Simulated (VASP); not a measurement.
The system is AlCu.

```
Al Cu
1.0
     2.99751    0.00000    0.00000
     0.00000    2.99751    0.00000
     0.00000    0.00000    2.99751
Al Cu
1 1
Direct
  0.00000 0.00000 0.00000
  0.50000 0.50000 0.50000
```

```yaml
Program: VASP 6.6.1
Task: relaxation of cell and atoms
Functional: BLYP
Dispersion: D3(BJ)
Potentials_or_basis: VASP PAW PBE potentials, release 64 (Al, Cu)
Cutoff: 600 eV
k_mesh: 7 × 7 × 7
Occupations: gaussian, width 0.1 eV
Spin: no spin polarisation
```

At the start: pressure -7.8 GPa; volume 13.47 Å³/atom.

**Question.** How do energy, volume and symmetry change on relaxing?

**Answer.** Over 3 steps the energy falls by 26.0 meV/atom and the volume is 12.50 Å³/atom (-7.2 %); space group Pm-3m (No. 221, to 0.05 Å).

The path:
```
step  energy change (eV)  largest force (eV/Å)  pressure (GPa)  volume (Å³)
   1              0.0000                0.0000           -7.79        26.93
   2             -0.0470                0.0000            3.15        24.46
   3             -0.0519                0.0000            0.04        24.99
```

Final structure:
```cif
data_structure
_symmetry_space_group_name_H-M 'P 1'
_symmetry_Int_Tables_number 1
_cell_length_a 2.9238
_cell_length_b 2.9238
_cell_length_c 2.9238
_cell_angle_alpha 90.000
_cell_angle_beta 90.000
_cell_angle_gamma 90.000
_cell_volume 24.99
loop_
_atom_site_label
_atom_site_type_symbol
_atom_site_fract_x
_atom_site_fract_y
_atom_site_fract_z
_atom_site_occupancy
Al1 Al 0.00000 0.00000 0.00000 1
Cu1 Cu 0.50000 0.50000 0.50000 1
```

Caveat: the PAW data sets were made with another functional, which shifts forces and pressure a little; pairwise dispersion overbinds metals, which lowers pressure and volume.
